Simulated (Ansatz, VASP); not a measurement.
## Two plane-wave programs on YAl2Sb2

File POSCAR:

```
YAl2Sb2
1.0
    4.5596730000      0.0000000000      0.0000000000
   -2.2798360000      3.9487960000      0.0000000000
    0.0000000000      0.0000000000      7.2640300000
Y Sb Al
1 2 2
Direct
    0.0000000000      0.0000000000      0.0000000000
    0.3333000000      0.6667000000      0.2573000000
    0.6667000000      0.3333000000      0.7427000000
    0.3333000000      0.6667000000      0.6420000000
    0.6667000000      0.3333000000      0.3580000000
```

INCAR.step1

```
  PREC = Accurate
  ENCUT = 520
  ISMEAR = -1
  SIGMA = 0.1
  LREAL = False
  LASPH = True
  NELM = 60
  NBANDS = 22
  GGA = PE
  ALGO = Normal
  EDIFF = 1E-4
  LWAVE = True
  LCHARG = False
```

The input INCAR.step2:

```
  PREC = Accurate
  ENCUT = 520
  EDIFF = 1E-7
  ISMEAR = -1
  SIGMA = 0.1
  LREAL = False
  LASPH = True
  NELM = 60
  ALGO = Normal
  ISIF = 2
  LWAVE = False
  LCHARG = False
  METAGGA = R2SCAN
  LMIXTAU = True
  NBANDS = 22
  ISTART = 1
```

Contents of KPOINTS:

```
regular mesh
0
Gamma
  9 9 5
```

Input for Ansatz:

```yaml
crystal:
  lattice:
    - [4.559673, 0.0, 0.0]
    - [-2.279836, 3.948796, 0.0]
    - [0.0, 0.0, 7.26403]
  atoms:
    - { symbol: "Y", position: [0.0, 0.0, 0.0] }
    - { symbol: Sb, position: [0.3333, 0.6667, 0.2573] }
    - { symbol: Sb, position: [0.6667, 0.3333, 0.7427] }
    - { symbol: Al, position: [0.3333, 0.6667, 0.642] }
    - { symbol: Al, position: [0.6667, 0.3333, 0.358] }
  symmetry: { tolerance: 0.0003 }
kpoints:
  mp_grid: { grid: [9, 9, 5], shift: [0, 0, 0] }
  band_path:
    path:
      - [0.0, 0.0, 0.0]
      - [0.5, 2.7e-07, 0.0]
      - [0.33333333, 0.3333336, 0.0]
      - [0.0, 0.0, 0.0]
      - [0.0, 0.0, 0.5]
      - [0.5, 2.7e-07, 0.5]
      - [0.33333333, 0.3333336, 0.5]
      - [0.0, 0.0, 0.5]
      - [0.5, 2.7e-07, 0.5]
      - [0.5, 2.7e-07, 0.0]
      - [0.33333333, 0.3333336, 0.5]
    npoints: 6
magnetization:
  spin_polarized: false
scf:
  occupations: { method: fermi_dirac }
  lower_state_search: "off"
  max_iter: 200
hamiltonian:
  pseudopotentials: { kind: paw }
  xc: r2scan
basis:
  ecutwfc: 500
  fft_grid_basis: typed
output:
  forces: true
  stress: true
  eigenvalues: true
  bader: true
  populations: true
  elf: true
  write_potential: true
  volumetric_format: npy
  dos:
    e_range: [-12, 8]
    de: 0.05
    projected: { site_lists: { Al: [Al], Sb: [Sb], "Y": ["Y"] } }
checkpoint:
  read: saved_state
```

Alike in both runs: task single point; functional r2SCAN; k mesh 9 × 9 × 5; no spin polarisation.

```csv
,VASP,Ansatz
version,VASP 6.6.1,Ansatz 0.2.0
potentials or method,"VASP PAW PBE potentials, release 64 (Y_sv, Sb, Al), cutoff 520 eV",PAW plane waves
occupations,"fermi-dirac, width 0.1 eV",fermi-dirac
valence electrons in the cell,27,47
```

```csv
,VASP,Ansatz,Ansatz less VASP
pressure (GPa),0.4,0.3,-0.14
"traceless stress, the component that is largest in VASP (GPa)",-2.01,-2.02,-0.006
rms of the force components (eV/Å),0.152,0.146,-0.0058
```

VASP's potentials were made for PBE, not for r2SCAN. Atom by atom the forces differ by 0.008 eV/Å (rms over components). VASP's potentials hold 27 valence electrons a cell and Ansatz's 47, so a difference there can come from the potentials and not from the codes. Ansatz's warnings: structure snapped to symmetry.

Spin-orbit coupling is off throughout.
